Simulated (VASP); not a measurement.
# FeO (F-43m) in VASP: notebook

Runs on FeO. Level: LDA+U. Tasks: single point.

All numbers are computed with VASP 6.6.1; they aren't measurements. Logs are shortened: lines on timing, memory, paths and dates and some standing lists are left out, and cuts for length are marked.

### 1 The cell of the first run

The structure is cubic, space group F-43m (No. 216). Conventional cell: a = 4.764 Å, b = 4.764 Å, c = 4.764 Å, α = 90.00°, β = 90.00°, γ = 90.00°. Within 2.7 Å of Fe (site symmetry -43m) lie 4 O at 2.06 Å. Within 2.7 Å of O (site symmetry -43m) lie 4 Fe at 2.06 Å.

### 2 Single point, LDA+U, collinear spin, ferromagnetic start

INCAR

```
SYSTEM = FeO
PREC     = Accurate       ! precision mode
ENCUT    = 520            ! plane-wave cutoff, eV
EDIFF    = 1E-7           ! SCF threshold, eV
ISMEAR   = 0              ! smearing method
SIGMA    = 0.05           ! smearing width, eV
LREAL    = .FALSE.        ! projectors in reciprocal space
LASPH    = .TRUE.         ! aspherical terms in the spheres
NELM     = 150            ! most SCF steps
ALGO     = Normal         ! electronic algorithm
ISIF     = 2              ! what is computed and relaxed
LWAVE    = .FALSE.        ! write WAVECAR
LCHARG   = .TRUE.         ! write CHGCAR
ISPIN    = 2              ! spin polarisation
MAGMOM   = 3.78 0.31      ! initial moments
LORBIT   = 11             ! projections on sites
LMAXMIX  = 4              ! l up to which the mixer works
LDAU     = .TRUE.         ! DFT+U
LDAUTYPE = 1            
LDAUL    = 2 -1           ! shell
LDAUU    = 3 0            ! U, eV
LDAUJ    = 0.7 0        
LDAUPRINT= 1            
GGA      = CA             ! functional
LELF     = .TRUE.         ! ELF
LVHAR    = .TRUE.       
NBANDS   = 18             ! bands
```

KPOINTS

```
regular mesh
0
G
  7 7 7
  0 0 0
```

POSCAR

```
FeO
1.0
    0.0000000000      2.3818830800      2.3818830800
    2.3818830800      0.0000000000      2.3818830800
    2.3818830800      2.3818830800      0.0000000000
Fe O
1 1
Direct
    0.0000000000      0.0000000000      0.0000000000
    0.2500000000      0.2500000000      0.2500000000
```

Potentials or basis: VASP PAW LDA potentials, release 64 (Fe, O).

Command:

```bash
$ cat potpaw_LDA.64/Fe/POTCAR potpaw_LDA.64/O/POTCAR > POTCAR
$ mpirun -np 1 vasp_std > vasp.out
```

OUTCAR:

```text
SYSTEM = FeO
   PREC = Accurate
   ENCUT = 520
   EDIFF = 1E-7
   ISMEAR = 0
   LREAL = .FALSE.
   LASPH = .TRUE.
   NELM = 150
   ISIF = 2
   ISPIN = 2
   LORBIT = 11
   GGA = CA

 ion  position               nearest neighbor table
   1  0.000  0.000  0.000-   2 2.06   2 2.06   2 2.06   2 2.06
   2  0.250  0.250  0.250-   1 2.06   1 2.06   1 2.06   1 2.06

  LATTYP: Found a face centered cubic cell.
 ALAT       =     4.7637661600

  Lattice vectors:

 A1 = (   0.0000000000,   2.3818830800,   2.3818830800)
 A2 = (   2.3818830800,   0.0000000000,   2.3818830800)
 A3 = (   2.3818830800,   2.3818830800,   0.0000000000)

Analysis of symmetry for initial positions (statically):
=====================================================================
 Subroutine PRICEL returns:
 Original cell was already a primitive cell.

 Routine SETGRP: Setting up the symmetry group for a
 face centered cubic supercell.

 Subroutine GETGRP returns: Found 24 space group operations
 (whereof 24 operations were pure point group operations)
 out of a pool of 48 trial point group operations.

The static configuration has the point symmetry T_d .

Analysis of symmetry for dynamics (positions and initial velocities):
=====================================================================
 Subroutine PRICEL returns:
 Original cell was already a primitive cell.

 Routine SETGRP: Setting up the symmetry group for a
 face centered cubic supercell.

 Subroutine GETGRP returns: Found 24 space group operations
 (whereof 24 operations were pure point group operations)
 out of a pool of 48 trial point group operations.

The dynamic configuration has the point symmetry T_d .

Analysis of structural, dynamic, and magnetic symmetry:
=====================================================================
 Subroutine PRICEL returns:
 Original cell was already a primitive cell.

 Routine SETGRP: Setting up the symmetry group for a
 face centered cubic supercell.

 Subroutine GETGRP returns: Found 24 space group operations
 (whereof 24 operations were pure point group operations)
 out of a pool of 48 trial point group operations.
[... 166 lines left out ...]
  o =  0.9620  v =  0.0000  0.0000 -0.0267 -0.0000  0.9996  0.0000  0.0000  0.0000  0.0000  0.0000      0.0000  0.0000  0.0000  0.0000  0.0000  0.0000  0.0000  0.0000  0.0000  0.0000
  o =  0.9620  v =  0.0000 -0.0000 -0.9996 -0.0000 -0.0267  0.0000  0.0000  0.0000  0.0000  0.0000      0.0000  0.0000  0.0000  0.0000  0.0000  0.0000  0.0000  0.0000  0.0000  0.0000
  o =  0.9732  v =  0.0000 -0.0548 -0.0000  0.9985  0.0000  0.0000  0.0000  0.0000  0.0000  0.0000      0.0000  0.0000  0.0000  0.0000  0.0000  0.0000  0.0000  0.0000  0.0000  0.0000
  o =  0.9732  v =  0.0000 -0.9985  0.0000 -0.0548  0.0000  0.0000  0.0000  0.0000  0.0000  0.0000      0.0000  0.0000  0.0000  0.0000  0.0000  0.0000  0.0000  0.0000  0.0000  0.0000
  o =  0.9732  v =  1.0000  0.0000  0.0000  0.0000  0.0000  0.0000  0.0000  0.0000  0.0000  0.0000      0.0000  0.0000  0.0000  0.0000  0.0000  0.0000  0.0000  0.0000  0.0000  0.0000

 number of electron      13.9999995 magnetization       4.0526019

 Free energy of the ion-electron system (eV)
  ---------------------------------------------------
  ext. energy  EPLUGINS =         0.00000000
  ---------------------------------------------------
  free energy    TOTEN  =       -14.82422345 eV

  energy without entropy =      -14.82133249  energy(sigma->0) =      -14.82277797

 E-fermi :   3.5397     XC(G=0): -10.8533

 val. band max:        3.4563598914   @ k =  -0.2857   0.4286   0.1429
 cond. band min:       3.5398251148   @ k =  -0.4286   0.4286   0.1429
 fundamental gap:      0.0834652234
 Fermi energy:         3.5397253275

 spin component 1

 k-point     1 :       0.0000    0.0000    0.0000
  band No.  band energies     occupation
      1     -15.9960      1.00000
      2      -3.4311      1.00000
      3      -3.4311      1.00000
      4      -3.4311      1.00000
      5      -1.4687      1.00000
      6      -1.4687      1.00000
[... 396 lines left out ...]
      4      -2.3441      1.00000
      5      -1.4620      1.00000
      6      -1.2239      1.00000
[... 10 lines left out ...]
     17      25.0450      0.00000
     18      27.7934      0.00000
 Fermi energy:         3.5397253275

 spin component 2

 k-point     1 :       0.0000    0.0000    0.0000
  band No.  band energies     occupation
      1     -15.5072      1.00000
      2      -1.4266      1.00000
      3      -1.4266      1.00000
      4      -1.4266      1.00000
      5       2.8583      1.00000
      6       3.9268      0.00000
[... 397 lines left out ...]
      5       2.4283      1.00000
      6       3.4564      0.99081
[... 10 lines left out ...]
     17      25.7891      0.00000
     18      28.8992      0.00000

------------------------ aborting loop because EDIFF is reached ----------------------------------------

  FORCE on cell =-STRESS in cart. coord.  units (eV):
  Direction    XX          YY          ZZ          XY          YZ          ZX
  --------------------------------------------------------------------------------------
  -------------------------------------------------------------------------------------
  Total       -3.5261570     -3.5261570     -3.5261570      0.0000000     -0.0000000     -0.0000000
  in kB     -209.0359191   -209.0359191   -209.0359191      0.0000000     -0.0000000     -0.0000000
  external PRESSURE =    -209.0359191 kB  Pullay stress =       0.0000000 kB

 VOLUME and BASIS-vectors are now :
 -----------------------------------------------------------------------------
  energy-cutoff  :      520.00
  volume of cell :       27.03
      direct lattice vectors                 reciprocal lattice vectors
     0.000000000  2.381883080  2.381883080    -0.209917944  0.209917944  0.209917944
     2.381883080  0.000000000  2.381883080     0.209917944 -0.209917944  0.209917944
     2.381883080  2.381883080  0.000000000     0.209917944  0.209917944 -0.209917944

 POSITION                                       TOTAL-FORCE (eV/Angst)
 -----------------------------------------------------------------------------------
      0.00000      0.00000      0.00000        -0.000000     -0.000000     -0.000000
      1.19094      1.19094      1.19094         0.000000      0.000000      0.000000
 -----------------------------------------------------------------------------------
    total drift:                                0.000000      0.000000      0.000000

  FREE ENERGIE OF THE ION-ELECTRON SYSTEM (eV)
  ---------------------------------------------------
  free  energy   TOTEN  =       -14.8242234492 eV

  energy  without entropy=      -14.8213324881  energy(sigma->0) =      -14.82277797

 total charge

# of ion       s       p       d       tot
------------------------------------------
    1        0.316   0.373   6.007   6.696
    2        1.541   3.388   0.000   4.928
--------------------------------------------------
tot          1.856   3.761   6.007  11.624

 magnetization (x)

# of ion       s       p       d       tot
------------------------------------------
    1        0.026   0.035   3.658   3.719
    2        0.018   0.239   0.000   0.256
--------------------------------------------------
tot          0.044   0.273   3.658   3.976
```

OSZICAR:

```text
N       E                     dE             d eps       ncg     rms          rms(c)
DAV:   1     0.802175148873E+02    0.80218E+02   -0.64825E+03  1490   0.858E+02
DAV:   2    -0.110604785776E+02   -0.91278E+02   -0.75800E+02  1454   0.204E+02
DAV:   3    -0.180308708738E+02   -0.69704E+01   -0.68613E+01  1770   0.625E+01
DAV:   4    -0.181050992192E+02   -0.74228E-01   -0.74169E-01  1678   0.615E+00
DAV:   5    -0.181057499169E+02   -0.65070E-03   -0.65067E-03  1752   0.621E-01    0.173E+01
DAV:   6    -0.160963762718E+02    0.20094E+01   -0.23209E+01  1818   0.715E+01    0.269E+01
DAV:   7    -0.148551538014E+02    0.12412E+01   -0.53943E+00  1760   0.429E+01    0.102E+01
DAV:   8    -0.148553681157E+02   -0.21431E-03   -0.38213E-01  1598   0.419E+00    0.481E+00
DAV:   9    -0.148239295820E+02    0.31439E-01   -0.42531E-02  2036   0.298E+00    0.768E-01
DAV:  10    -0.148240275996E+02   -0.98018E-04   -0.64531E-03  2160   0.111E+00    0.299E-01
DAV:  11    -0.148240969037E+02   -0.69304E-04   -0.28324E-03  2048   0.694E-01    0.911E-02
DAV:  12    -0.148241477153E+02   -0.50812E-04   -0.22152E-04  2082   0.147E-01    0.554E-02
DAV:  13    -0.148242271155E+02   -0.79400E-04   -0.14686E-04  1664   0.859E-02    0.312E-02
DAV:  14    -0.148242245244E+02    0.25911E-05   -0.14739E-05  2166   0.288E-02    0.143E-02
DAV:  15    -0.148242233611E+02    0.11633E-05   -0.76331E-06  1636   0.227E-02    0.364E-03
DAV:  16    -0.148242234492E+02   -0.88078E-07   -0.38552E-07  1704   0.846E-03
   1 F= -.14824223E+02 E0= -.14822778E+02  d E =-.289096E-02  mag=     4.0525
```

Run time: 14 s. Hardware: 1 thread of Intel Xeon 6975P-C (Granite Rapids), shared host; peak memory 0.15 GiB.

Results:

| Quantity | Value |
| --- | --- |
| Free energy | -14.8242 eV |
| Pressure | -20.9 GPa |
| Net moment | 4.05 μB per cell |
| Site moments | Fe +3.72; O +0.26 μB |
| Valence electrons inside the program's atomic spheres | Fe 6.70; O 4.93 |

Eigenvalues of the final occupation matrices:
| site | spin | trace | eigenvalues |
| --- | --- | --- | --- |
| site 1 d | 1 | 4.84 | 0.96 0.96 0.97 0.97 0.97 |
| site 1 d | 2 | 1.18 | 0.12 0.12 0.32 0.32 0.32 |

Caveat: a cell with one magnetic atom can't hold antiferromagnetic order, which such compounds often take.

### 3 Single point, LDA+U, collinear spin, ferromagnetic start

INCAR

```
SYSTEM = FeO
PREC = Accurate
ENCUT = 520
EDIFF = 1E-7
ISMEAR = 0
SIGMA = 0.05
LREAL = .FALSE.
LASPH = .TRUE.
NELM = 150
ALGO = Normal
ISIF = 2
LWAVE = .FALSE.
LCHARG = .FALSE.
ISPIN = 2
MAGMOM = 4 0
LORBIT = 11
LMAXMIX = 4
LDAU = .TRUE.
LDAUTYPE = 1
LDAUL = 2 -1
LDAUU = 3 0
LDAUJ = 0.7 0
LDAUPRINT = 1
GGA = CA
NBANDS = 18
```

KPOINTS is that of step 2.

POSCAR is that of step 2.

Potentials or basis: VASP PAW LDA potentials, release 64 (Fe, O).

Command:

```bash
$ cat potpaw_LDA.64/Fe/POTCAR potpaw_LDA.64/O/POTCAR > POTCAR
$ mpirun -np 1 vasp_std > vasp.out
```

Run time: 12 s. Hardware: 1 thread of Intel Xeon 6975P-C (Granite Rapids), shared host; peak memory 0.15 GiB.

Results (log left out):

| Property | Result |
| --- | --- |
| Free energy | -14.8242 eV |
| Pressure | -20.9 GPa |
| Net moment | 4.05 μB per cell |
| Site moments | Fe +3.72; O +0.26 μB |
| Valence electrons inside the program's atomic spheres | Fe 6.70; O 4.93 |

Levels at points of the mesh, in eV from the Fermi level:
Spin up:
| k point | band 6 | band 7 | band 8 | band 9 | band 10 | band 11 | band 12 | band 13 |
| --- | --- | --- | --- | --- | --- | --- | --- | --- |
| (0.00, 0.00, 0.00) | -5.01 | -1.35 | -1.35 | -1.35 | -1.22 | 11.71 | 11.71 | 11.71 |
Spin down:
```csv
k point,band 1,band 2,band 3,band 4,band 5,band 6,band 7,band 8,band 9,band 10
"(0.00, 0.00, 0.00)",-19.05,-4.97,-4.97,-4.97,-0.68,0.39,0.39,1.84,1.84,1.84
```

Eigenvalues of the final occupation matrices:
```csv
site,spin,trace,eigenvalues
site 1 d,1,4.84,0.96 0.96 0.97 0.97 0.97
site 1 d,2,1.18,0.12 0.12 0.32 0.32 0.32
```

Caveat: a cell with one magnetic atom can't hold antiferromagnetic order, which such compounds often take. The state reached can hang on the start; a lower one may exist.
